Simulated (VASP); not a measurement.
Input of a VASP 6.6.1 run:

Contents of INCAR:

```
SYSTEM = FeNi3
PREC = Accurate
ENCUT = 520
EDIFF = 1E-7
ISMEAR = 0
SIGMA = 0.1
LREAL = .FALSE.
LASPH = .TRUE.
NELM = 150
ALGO = Normal
ISIF = 2
LWAVE = .FALSE.
LCHARG = .FALSE.
ISPIN = 2
MAGMOM = 3.13 0.75 0.75 0.75
LORBIT = 11
LMAXMIX = 4
GGA = PS
NBANDS = 31
```

File KPOINTS:

```
regular mesh
0
G
  12 12 12
  0 0 0
```

Contents of POSCAR:

```
FeNi3
1.0
    3.4176031807      0.0000000000      0.0000000000
    0.0000000000      3.4176031807      0.0000000000
    0.0000000000      0.0000000000      3.4176031807
Fe Ni
1 3
Direct
    0.0000000000      0.0000000000      0.0000000000
    0.0000000000      0.5000000000      0.5000000000
    0.5000000000      0.0000000000      0.5000000000
    0.5000000000      0.5000000000      0.0000000000
```

Potentials or basis: VASP PAW PBE potentials, release 64 (Fe, Ni).

Launch:

```bash
$ cat potpaw_PBE.64/Fe/POTCAR potpaw_PBE.64/Ni/POTCAR > POTCAR
$ mpirun -np 1 vasp_std > vasp.out
```

Task: Predict the pressure.

Result: 16.0 GPa.

Task: Estimate the site moments.

Result: Fe +2.77; Ni +0.62 μB.

Task: What does it give for the net moment?

Result: 4.68 μB per cell.

Caveat: the cell stands under pressure; the PAW data sets were made with another functional, which shifts forces and pressure a little.
